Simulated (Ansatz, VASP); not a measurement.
GaPdC2N2: VASP beside Ansatz

```
Ga Pd C N
1.0
     3.60798    0.00000    0.00000
     1.65961    3.46996    0.00000
     0.99539    1.02578    9.09708
Ga Pd C N
1 1 2 2
Direct
  0.00000 0.00000 0.00000
  0.50000 0.50000 0.50000
  0.18603 0.81397 0.81397
  0.81397 0.18603 0.18603
  0.30082 0.69918 0.69918
  0.69918 0.30082 0.30082
```

Alike in both runs: task single point; functional PBE; k mesh 6 × 6 × 2; occupations gaussian, width 0.1 eV; no spin polarisation.

|  | VASP | Ansatz |
| --- | --- | --- |
| version | VASP 6.6.1 | Ansatz 0.2.0 |
| potentials or method | VASP PAW PBE potentials, release 64 (Ga_d, Pd, C, N), cutoff 520 eV | scalar-relativistic, plane waves, PAW |
| valence electrons in the cell | 41 | 49 |

```tsv
	VASP	Ansatz	Ansatz less VASP
gap on the k mesh at the Fermi level (eV)	none	none	-
pressure (GPa)	-4.1	-4.3	-0.21
traceless stress, the component that is largest in VASP (GPa)	-4.03	-4.37	-0.334
rms of the force components (eV/Å)	0.838	0.657	-0.1806
```

Atom by atom the forces differ by 0.183 eV/Å (rms over components). A gap of «none» marks a metal or a gap that the smearing closes. VASP's potentials hold 41 valence electrons a cell and Ansatz's 49, so a difference there can come from the potentials and not from the codes.

Noted on VASP's run: the standard files for N, O and F lose accuracy on very short bonds.
